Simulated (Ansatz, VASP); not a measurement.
## Two plane-wave programs on MgO

```
Mg O
1.0
     3.61595    0.00000    0.00000
    -1.80798    3.13151    0.00000
     0.00000    0.00000    4.14894
Mg O
2 2
Direct
  0.66667 0.33333 0.75000
  0.33333 0.66667 0.25000
  0.66667 0.33333 0.25000
  0.33333 0.66667 0.75000
```

Alike in both runs: task single point; functional PBE; k mesh 9 × 9 × 6; occupations gaussian, width 0.05 eV; no spin polarisation.

```csv
,VASP,Ansatz
version,VASP 6.6.1,Ansatz 0.2.0
potentials or method,"VASP PAW PBE potentials, release 64 (Mg, O), cutoff 520 eV","scalar-relativistic, plane waves, PAW"
valence electrons in the cell,16,32
```

```tsv
	VASP	Ansatz	Ansatz less VASP
gap on the k mesh at the Fermi level (eV)	3.18	3.20	+0.020
least direct gap on the mesh (eV)	3.18	3.20	+0.020
pressure (GPa)	-3.5	-2.9	+0.58
traceless stress, the component that is largest in VASP (GPa)	4.28	4.35	+0.075
```

The functional is the same, so the differences come from potentials, cutoffs and numerics. VASP's potentials hold 16 valence electrons a cell and Ansatz's 32, so a difference there can come from the potentials and not from the codes.
